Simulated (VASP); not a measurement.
Sr: single point with PBEsol

Sr:

```
CELL_PARAMETERS angstrom
-3.63053 3.63053 2.16141
3.63053 -3.63053 2.16141
3.63053 3.63053 -2.16141
ATOMIC_POSITIONS crystal
Sr 0.75000 0.25000 0.50000
Sr 0.00000 0.00000 0.00000
```

This cell differs from its parent crystal: strained.

```json
{
 "Program": "VASP 6.6.1",
 "Task": "single point",
 "Functional": "PBEsol",
 "Potentials or basis": "VASP PAW PBE potentials, release 64 (Sr_sv)",
 "Cutoff": "520 eV",
 "k mesh": "12 × 12 × 12",
 "Occupations": "gaussian, width 0.1 eV",
 "Spin": "no spin polarisation",
 "Dipole correction": "no",
 "Further INCAR settings": "ALGO = Fast; EDIFF = 1e-06; NBANDS = 17"
}
```

- Pressure: -0.7 GPa
- Band gap on the k mesh: zero (bands 10 and 11 overlap by 0.61 eV)

Stress tensor (GPa, compression positive):
```
 0.19  0.00  0.00
 0.00  0.19  0.00
 0.00  0.00 -2.41
```

Levels at points of the mesh, in eV from the Fermi level:
```csv
k point,band 6,band 7,band 8,band 9,band 10,band 11,band 12,band 13,band 14,band 15
"(0.00, 0.00, 0.00)",-18.59,-18.53,-18.53,-3.43,-0.29,0.92,1.13,1.93,2.93,2.93
"(0.50, 0.00, 0.00)",-18.63,-18.60,-18.52,-1.01,-0.24,0.01,1.04,1.20,1.78,2.47
"(0.50, 0.50, 0.00)",-18.68,-18.56,-18.56,-1.76,-1.76,1.14,1.14,1.64,1.64,2.37
"(0.50, 0.50, 0.50)",-18.59,-18.50,-18.50,-0.99,-0.99,0.07,0.07,1.65,1.65,3.30
```

Run time: 14 min on 1 thread of Oxide Virtual Turin-like Processor (shared host), peak memory 0.4 GiB.

Caveat: the cell differs from its parent crystal (strained); the PAW data sets were made with another functional, which shifts forces and pressure a little.
